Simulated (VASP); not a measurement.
# SiGe (P6_3mc) in VASP: further runs

SiGe is run at these levels: LDA; tasks: single point.

Program: VASP 6.6.1. These are calculated values, not measurements. Logs are shortened: lines on timing, memory, paths and dates and some standing lists are left out, and cuts for length are marked.

## Step 1: The cell of the first run

It takes space group P6_3mc (No. 186, hexagonal). Conventional cell: a = 3.920 Å, b = 3.920 Å, c = 6.479 Å, α = 90.00°, β = 90.00°, γ = 120.00°. Within 3.2 Å of Si (site symmetry 3m) lie 4 Ge at 2.41 to 2.42 Å. Ge (site symmetry 3m) has 4 Si at 2.41 to 2.42 Å within 3.2 Å.

## Step 2: Single point, LDA (volume 21.559 Å^3 an atom, c/a of the conventional cell 1.6526)

Contents of INCAR:

```
  ALGO = Normal
  EDIFF = 1E-7
  ENCUT = 520
  GGA = CA
  ISIF = 2
  ISMEAR = 0
  LASPH = T
  LCHARG = F
  LREAL = F
  LWAVE = F
  NBANDS = 26
  NELM = 100
  PREC = Accurate
  SIGMA = 0.03
```

Contents of KPOINTS:

```
k-points
0
Gamma
  12 12 6
```

Contents of POSCAR:

```
SiGe
1.0
    3.9203924443      0.0000000000      0.0000000000
   -1.9601962221      3.3951594495      0.0000000000
    0.0000000000      0.0000000000      6.4788643209
Si Ge
2 2
Direct
    0.6666666667      0.3333333333      0.8745031008
    0.3333333333      0.6666666667      0.3745031008
    0.6666666667      0.3333333333      0.5004958992
    0.3333333333      0.6666666667      0.0004958992
```

Potentials or basis: VASP PAW LDA potentials, release 64 (Si, Ge_d).

Started as:

```sh
$ cat potpaw_LDA.64/Si/POTCAR potpaw_LDA.64/Ge_d/POTCAR > POTCAR
$ mpirun -np 1 vasp_std > vasp.out
```

OUTCAR:

```text
EDIFF = 1E-7
   ENCUT = 520
   GGA = CA
   ISIF = 2
   ISMEAR = 0
   LASPH = T
   LREAL = F
   NELM = 100
   PREC = Accurate

 ion  position               nearest neighbor table
   1  0.667  0.333  0.875-   4 2.41   4 2.41   4 2.41   3 2.42
   2  0.333  0.667  0.375-   3 2.41   3 2.41   3 2.41   4 2.42
   3  0.667  0.333  0.500-   2 2.41   2 2.41   2 2.41   1 2.42
   4  0.333  0.667  0.000-   1 2.41   1 2.41   1 2.41   2 2.42

  LATTYP: Found a hexagonal cell.
 ALAT       =     3.9203924443
 C/A-ratio  =     1.6526060625

  Lattice vectors:

 A1 = (   3.9203924443,   0.0000000000,   0.0000000000)
 A2 = (  -1.9601962221,   3.3951594495,   0.0000000000)
 A3 = (   0.0000000000,   0.0000000000,   6.4788643209)

Analysis of symmetry for initial positions (statically):
=====================================================================
 Subroutine PRICEL returns:
 Original cell was already a primitive cell.

 Routine SETGRP: Setting up the symmetry group for a
 hexagonal supercell.

 Subroutine GETGRP returns: Found 12 space group operations
 (whereof  6 operations were pure point group operations)
 out of a pool of 24 trial point group operations.

The static configuration has the point symmetry C_3v.
 The point group associated with its full space group is C_6v.

Analysis of symmetry for dynamics (positions and initial velocities):
=====================================================================
 Subroutine PRICEL returns:
 Original cell was already a primitive cell.

 Routine SETGRP: Setting up the symmetry group for a
 hexagonal supercell.

 Subroutine GETGRP returns: Found 12 space group operations
 (whereof  6 operations were pure point group operations)
 out of a pool of 24 trial point group operations.

The dynamic configuration has the point symmetry C_3v.
 The point group associated with its full space group is C_6v.

 Subroutine INISYM returns: Found 12 space group operations
 (whereof  6 operations are pure point group operations),
 and found     1 'primitive' translations

----------------------------------------------------------------------------------------

                                     Primitive cell

  volume of cell :      86.2360

  direct lattice vectors                    reciprocal lattice vectors
     3.920392444  0.000000000  0.000000000     0.255076504  0.147268488  0.000000000
    -1.960196222  3.395159449  0.000000000     0.000000000  0.294536977  0.000000000
     0.000000000  0.000000000  6.478864321     0.000000000  0.000000000  0.154348039

  length of vectors
     3.920392444  3.920392444  6.478864321     0.294536977  0.294536977  0.154348039

  position of ions in fractional coordinates (direct lattice)
     0.666666667  0.333333333  0.874503101
     0.333333333  0.666666667  0.374503101
     0.666666667  0.333333333  0.500495899
     0.333333333  0.666666667  0.000495899

  ion indices of the primitive-cell ions
   primitive index   ion index
                 1           1
                 2           2
                 3           3
                 4           4

----------------------------------------------------------------------------------------

 KPOINTS: k-points

Automatic generation of k-mesh.
 Grid dimensions read from file:
 generate k-points for:   12   12    6

 Generating k-lattice:

  Cartesian coordinates                     Fractional coordinates (reciprocal lattice)
     0.021256375  0.012272374  0.000000000     0.083333333  0.000000000  0.000000000
     0.000000000  0.024544748  0.000000000     0.000000000  0.083333333  0.000000000
     0.000000000  0.000000000  0.025724673     0.000000000  0.000000000  0.166666667

  Length of vectors
     0.024544748  0.024544748  0.025724673

  Shift w.r.t. Gamma in fractional coordinates (k-lattice)
     0.000000000  0.000000000  0.000000000

 Subroutine IBZKPT returns following result:
 ===========================================

 Found     76 irreducible k-points:

 Following reciprocal coordinates:
            Coordinates               Weight
  0.000000  0.000000  0.000000      1.000000
  0.083333 -0.000000  0.000000      6.000000
  0.166667 -0.000000  0.000000      6.000000
  0.250000 -0.000000  0.000000      6.000000
  0.333333 -0.000000  0.000000      6.000000
  0.416667 -0.000000  0.000000      6.000000
[... 16 lines left out ...]
  0.250000 -0.000000  0.166667     12.000000
  0.333333 -0.000000  0.166667     12.000000
 [... further k-points ...]
   k-points           NKPTS =     76   k-points in BZ     NKDIM =     76   number of bands    NBANDS=     26
   number of dos      NEDOS =    301   number of ions     NIONS =      4
   total plane-waves  NPLWV =  43200
   dimension x,y,z NGX =    30 NGY =   30 NGZ =   48
   dimension x,y,z NGXF=    60 NGYF=   60 NGZF=   96
   ions per type =               2   2
   NGX,Y,Z   is equivalent  to a cutoff of  12.72, 12.72, 12.32 a.u.
   NGXF,Y,Z  is equivalent  to a cutoff of  25.44, 25.44, 24.63 a.u.
 SYSTEM =  unknown system
   PREC   = accura    normal or accurate (medium, high low for compatibility)
   ISTART =      0    job   : 0-new  1-cont  2-samecut
   ICHARG =      2    charge: 1-file 2-atom 10-const
   ISPIN  =      1    spin polarized calculation?
   LNONCOLLINEAR =      F non collinear calculations
   LSORBIT =      F    spin-orbit coupling
   LASPH  =      T    aspherical Exc in radial PAW
   ENCUT  =  520.0 eV  38.22 Ry    6.18 a.u.   7.29  7.29 12.05*2*pi/ulx,y,z
   NELM   =    100;   NELMIN=  2; NELMDL= -5     # of ELM steps
   EDIFF  = 0.1E-06   stopping-criterion for ELM
   LREAL  =      F    real-space projection
   EDIFFG = 0.1E-05   stopping-criterion for IOM
   NSW    =      0    number of steps for IOM
   IBRION =     -1    ionic relax: 0-MD 1-quasi-New 2-CG
   NFREE  =      0    steps in history (QN), initial steepest desc. (CG)
   ISIF   =      2    stress and relaxation
   ISYM   =      2    0-nonsym 1-usesym 2-fastsym
   POTIM  = 0.5000    time-step for ionic-motion
   TEBEG  =    0.0;   TEEND  =   0.0 temperature during run
   PSTRESS=    0.0 pullay stress
   NELECT =      36.0000    total number of electrons
   NUPDOWN=      -1.0000    fix difference up-down
   EMIN   =  10.00;   EMAX   =-10.00  energy-range for DOS
   EFERMI =   0.00;   METHOD = LEGACY
   ISMEAR =     0;   SIGMA  =   0.03  broadening in eV -4-tet -1-fermi 0-gaus
   EFERMI_NEDOS =   21; number of points for ismear=-14 and -15
   IALGO  =     38    algorithm
   IMIX   =      4    mixing-type and parameters
     AMIX     =   0.40;   BMIX     =  1.00
     AMIX_MAG =   1.60;   BMIX_MAG =  1.00
  volume/ion in A,a.u.               =      21.56       145.49
  Fermi-wavevector in a.u.,A,eV,Ry     =   1.223525  2.312127 20.368099  1.497013
  Thomas-Fermi vector in A             =   2.358633
   LORBIT       =      0    0 simple, 1 ext, 2 COOP (PROOUT), +10 PAW based schemes
   GGA     = CA    functional components
   LHFCALC =     F    Hartree Fock is set to
   AEXX    =    0.0000 exact exchange contribution
   IVDW    =     0    specifies the selected vdW correction
   LEPSILON=     F    determine dielectric tensor
   LRPA    =     F    only Hartree local field effects (RPA)
 non-spin polarized calculation
 Gauss-broadening in eV      SIGMA  =   0.03
  energy-cutoff  :      520.00
  volume of cell :       86.24
 maximum number of plane-waves:      2364
 NGX is ok and might be reduce to    30
   NGX = 15   NGY = 15   NGZ = 25

 number of electron      35.9999974 magnetization

 Free energy of the ion-electron system (eV)
  ---------------------------------------------------
  ext. energy  EPLUGINS =         0.00000000
  ---------------------------------------------------
  free energy    TOTEN  =       -22.18905247 eV

  energy without entropy =      -22.18905247  energy(sigma->0) =      -22.18905247

 E-fermi :   5.4762     XC(G=0):  -9.9220

 val. band max:        5.3123508302   @ k =   0.0000   0.0000   0.0000
 cond. band min:       5.6461305821   @ k =   0.0000   0.0000   0.0000
 fundamental gap:      0.3337797518
 Fermi energy:         5.4761969244

 k-point     1 :       0.0000    0.0000    0.0000
  band No.  band energies     occupation
      1     -19.3678      2.00000
      2     -19.3677      2.00000
      3     -19.3645      2.00000
      4     -19.3645      2.00000
      5     -19.3619      2.00000
      6     -19.3619      2.00000
[... 18 lines left out ...]
     25       9.5725      0.00000
     26      11.6876      0.00000

 k-point     2 :       0.0833   -0.0000    0.0000
  band No.  band energies     occupation
      1     -19.3678      2.00000
      2     -19.3674      2.00000
      3     -19.3646      2.00000
      4     -19.3642      2.00000
      5     -19.3617      2.00000
      6     -19.3614      2.00000
[... 18 lines left out ...]
     25       9.8784      0.00000
     26      11.2818      0.00000

 k-point     3 :       0.1667   -0.0000    0.0000
  band No.  band energies     occupation
      1     -19.3682      2.00000
      2     -19.3665      2.00000
      3     -19.3649      2.00000
      4     -19.3633      2.00000
      5     -19.3611      2.00000
      6     -19.3603      2.00000
[... 18 lines left out ...]
     25      10.4778      0.00000
     26      10.6773      0.00000

 k-point     4 :       0.2500   -0.0000    0.0000
  band No.  band energies     occupation
      1     -19.3690      2.00000
      2     -19.3657      2.00000
      3     -19.3649      2.00000
      4     -19.3622      2.00000
      5     -19.3599      2.00000
      6     -19.3588      2.00000
[... 18 lines left out ...]
     25      11.6829      0.00000
     26      11.7665      0.00000
[... 496 lines left out ...]
      1     -19.3681      2.00000
      2     -19.3669      2.00000
      3     -19.3644      2.00000
      4     -19.3631      2.00000
      5     -19.3613      2.00000
      6     -19.3605      2.00000
[... 18 lines left out ...]
     25      10.4660      0.00000
     26      10.9352      0.00000

 k-point    23 :       0.2500   -0.0000    0.1667
  band No.  band energies     occupation
      1     -19.3690      2.00000
      2     -19.3666      2.00000
      3     -19.3639      2.00000
      4     -19.3619      2.00000
      5     -19.3601      2.00000
      6     -19.3590      2.00000
[... 18 lines left out ...]
     25      11.4190      0.00000
     26      11.5220      0.00000

 k-point    24 :       0.3333   -0.0000    0.1667
  band No.  band energies     occupation
      1     -19.3699      2.00000
      2     -19.3669      2.00000
      3     -19.3630      2.00000
      4     -19.3609      2.00000
      5     -19.3588      2.00000
      6     -19.3576      2.00000
[... 18 lines left out ...]
     25      12.2260      0.00000
     26      12.6387      0.00000

 [... further k-points ...]
[... 5 lines left out ...]
  --------------------------------------------------------------------------------------
  -------------------------------------------------------------------------------------
  Total       -1.5828480     -1.5828480     -1.5946515     -0.0000000      0.0000000      0.0000000
  in kB      -29.4077085    -29.4077085    -29.6270063     -0.0000000      0.0000000      0.0000000
  external PRESSURE =     -29.4808078 kB  Pullay stress =       0.0000000 kB

 VOLUME and BASIS-vectors are now :
 -----------------------------------------------------------------------------
  energy-cutoff  :      520.00
  volume of cell :       86.24
      direct lattice vectors                 reciprocal lattice vectors
     3.920392444  0.000000000  0.000000000     0.255076504  0.147268488  0.000000000
    -1.960196222  3.395159449  0.000000000     0.000000000  0.294536977  0.000000000
     0.000000000  0.000000000  6.478864321     0.000000000  0.000000000  0.154348039

 POSITION                                       TOTAL-FORCE (eV/Angst)
 -----------------------------------------------------------------------------------
      1.96020      1.13172      5.66579         0.000000      0.000000      0.014486
     -0.00000      2.26344      2.42635         0.000000     -0.000000      0.014486
      1.96020      1.13172      3.24265        -0.000000      0.000000     -0.014486
     -0.00000      2.26344      0.00321        -0.000000     -0.000000     -0.014486
 -----------------------------------------------------------------------------------
    total drift:                                0.000000      0.000001      0.000843

  FREE ENERGIE OF THE ION-ELECTRON SYSTEM (eV)
  ---------------------------------------------------
  free  energy   TOTEN  =       -22.1890524734 eV

  energy  without entropy=      -22.1890524734  energy(sigma->0) =      -22.18905247
```

Wall time 66 s (1 thread of AMD EPYC 9R45 (Zen 5), shared host); peak memory 0.23 GiB.

Results:

* Free energy: -22.1891 eV
* Pressure: -2.9 GPa
* Largest force: 0.014 eV/Å
* Band gap on the k mesh: 0.33 eV, direct

Forces in eV/Å, atoms in the order of the input:
```
Si   0.000  0.000  0.014
Si   0.000  0.000  0.014
Ge   0.000  0.000 -0.014
Ge   0.000  0.000 -0.014
```

Levels at points of the mesh, in eV from the valence-band top:
| k point | band 15 | band 16 | band 17 | band 18 | band 19 | band 20 | band 21 | band 22 |
| --- | --- | --- | --- | --- | --- | --- | --- | --- |
| (0.00, 0.00, 0.00) | -1.54 | -0.31 | 0.00 | 0.00 | 0.33 | 1.23 | 2.05 | 2.05 |
| (0.50, 0.00, 0.00) | -4.68 | -3.11 | -2.96 | -1.50 | 0.38 | 1.90 | 3.19 | 3.33 |
| (0.00, 0.00, 0.50) | -0.94 | -0.94 | -0.94 | -0.94 | 1.12 | 1.12 | 3.08 | 3.08 |
| (0.50, 0.00, 0.50) | -2.56 | -2.56 | -2.46 | -2.46 | 0.59 | 0.59 | 1.82 | 1.82 |

 A k mesh can miss the band edges.

## Step 3: Single point, LDA (volume 21.559 Å^3 an atom, c/a of the conventional cell 1.8100)

Contents of INCAR:

```
SYSTEM = SiGe
  PREC = Accurate
  ENCUT = 520
  EDIFF = 1E-7
  ISMEAR = 0
  SIGMA = 0.03
  LREAL = .False.
  LASPH = .True.
  NELM = 80
  ALGO = Normal
  ISIF = 2
  LWAVE = .False.
  LCHARG = .False.
  NBANDS = 26
```

Contents of KPOINTS:

```
regular mesh
0
Gamma
  12 12 6
  0 0 0
```

Contents of POSCAR:

```
SiGe
1.0
    3.8032931313      0.0000000000      0.0000000000
   -1.9016465657      3.2937484698      0.0000000000
    0.0000000000      0.0000000000      6.8839605677
Si Ge
2 2
Direct
    0.6666666667      0.3333333333      0.8745031008
    0.3333333333      0.6666666667      0.3745031008
    0.6666666667      0.3333333333      0.5004958992
    0.3333333333      0.6666666667      0.0004958992
```

Potentials or basis: VASP PAW LDA potentials, release 64 (Si, Ge_d).

Started as:

```sh
$ cat potpaw_LDA.64/Si/POTCAR potpaw_LDA.64/Ge_d/POTCAR > POTCAR
$ mpirun -np 1 vasp_std > vasp.out
```

It took 74 s on 1 thread of AMD EPYC 9R45 (Zen 5), shared host; peak memory 0.23 GiB.

It converged, with:

```
Free energy            : -21.9271 eV
Pressure               : -2.0 GPa
Largest force          : 0.525 eV/Å
Band gap on the k mesh : 0.11 eV, direct
```

Forces in eV/Å, atoms in the order of the input:
```
Si   0.000  0.000 -0.525
Si   0.000  0.000 -0.525
Ge   0.000  0.000  0.525
Ge   0.000  0.000  0.525
```

Stress tensor (GPa, compression positive):
```
  3.15   0.00   0.00
  0.00   3.15   0.00
  0.00   0.00 -12.20
```

Levels at points of the mesh, in eV from the valence-band top:
```csv
k point,band 15,band 16,band 17,band 18,band 19,band 20,band 21,band 22
"(0.00, 0.00, 0.00)",-1.12,-0.56,0.00,0.00,0.11,1.23,2.52,2.52
"(0.50, 0.00, 0.00)",-4.56,-2.85,-2.84,-1.66,0.73,1.58,2.91,3.07
"(0.00, 0.00, 0.50)",-0.65,-0.65,-0.65,-0.65,1.82,1.82,3.33,3.33
"(0.50, 0.00, 0.50)",-2.81,-2.81,-2.35,-2.35,0.37,0.37,1.68,1.68
```
